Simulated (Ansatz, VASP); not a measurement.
TeAs2 in VASP and in Ansatz

```xyz
6
Lattice="4.0425 0.0000 0.0000 -2.0213 3.5009 0.0000 0.0000 0.0000 11.6236" Properties=species:S:1:pos:R:3 pbc="T T T"
Te    0.0000    0.0000    0.0000
Te    0.0000    0.0000    5.8118
As    0.0000    2.3340    1.7046
As    2.0213    1.1670    9.9190
As    0.0000    2.3340    4.1072
As    2.0213    1.1670    7.5164
```

Alike in both runs: functional PBE; dispersion D3(BJ); k mesh 6 × 6 × 2; occupations gaussian, width 0.1 eV; no spin polarisation.

Ansatz relaxed the structure, and its values are those at the end. VASP's run is a single point on that final structure, the one shown.

|  | VASP | Ansatz |
| --- | --- | --- |
| version | VASP 6.6.1 | Ansatz 0.2.0 |
| potentials or method | VASP PAW PBE potentials, release 64 (Te, As), cutoff 520 eV | scalar-relativistic, plane waves, PAW |
| valence electrons in the cell | 32 | 92 |

Ansatz gave:

```
gap on the k mesh at the Fermi level (eV) : none
pressure (GPa)                            : 0.0
rms of the force components (eV/Å)        : 0.003
```

**Question.** What did VASP give for the same quantities?

**Answer.** gap on the k mesh at the Fermi level (eV): none; pressure (GPa): 0.1; rms of the force components (eV/Å): 0.019.

A gap of «none» marks a metal or a gap that the smearing closes. VASP's potentials hold 32 valence electrons a cell and Ansatz's 92, so a difference there can come from the potentials and not from the codes.

Spin-orbit coupling is off throughout.
